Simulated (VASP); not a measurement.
Here is a VASP 6.6.1 calculation.

The input INCAR:

```
SYSTEM = Ti3N5
ALGO = Normal
DIPOL = 0.5 0.5 0.337
EDIFF = 1E-6
ENCUT = 520
GGA = PE
IDIPOL = 3
ISIF = 2
ISMEAR = 0
ISPIN = 2
LASPH = .True.
LCHARG = .False.
LDIPOL = .True.
LMAXMIX = 4
LORBIT = 11
LREAL = .False.
LWAVE = .False.
MAGMOM = 0 0 0 0 3 0 0 0
NBANDS = 44
NELM = 150
PREC = Accurate
SIGMA = 0.1
```

KPOINTS

```
k-points
0
Gamma
  9 9 1
  0 0 0
```

POSCAR

```
Ti3N5
1.0
    3.0028555063      0.0000000000      0.0000000000
   -1.5014277532      2.6005491524      0.0000000000
    0.0000000000      0.0000000000     24.1233847547
N Ti
5 3
Direct
    0.3333333333      0.6666666667      0.1658142106
    0.0000000000      0.0000000000      0.2674509120
    0.6666666667      0.3333333333      0.3654788005
    0.3333333333      0.6666666667      0.4611038156
    0.6666666667      0.3333333333      0.4739544169
    0.6666666667      0.3333333333      0.2166325614
    0.3333333333      0.6666666667      0.3190139885
    0.0000000000      0.0000000000      0.4290633808
```

Potentials or basis: VASP PAW PBE potentials, release 64 (N, Ti_sv).

Command:

```bash
$ cat potpaw_PBE.64/N/POTCAR potpaw_PBE.64/Ti_sv/POTCAR > POTCAR
$ mpirun -np 1 vasp_std > vasp.out
```

(1) What does it give for the net moment?

(2) Estimate the largest force.

Answers

(1) 0.00 μB per cell.

(2) 5.705 eV/Å.
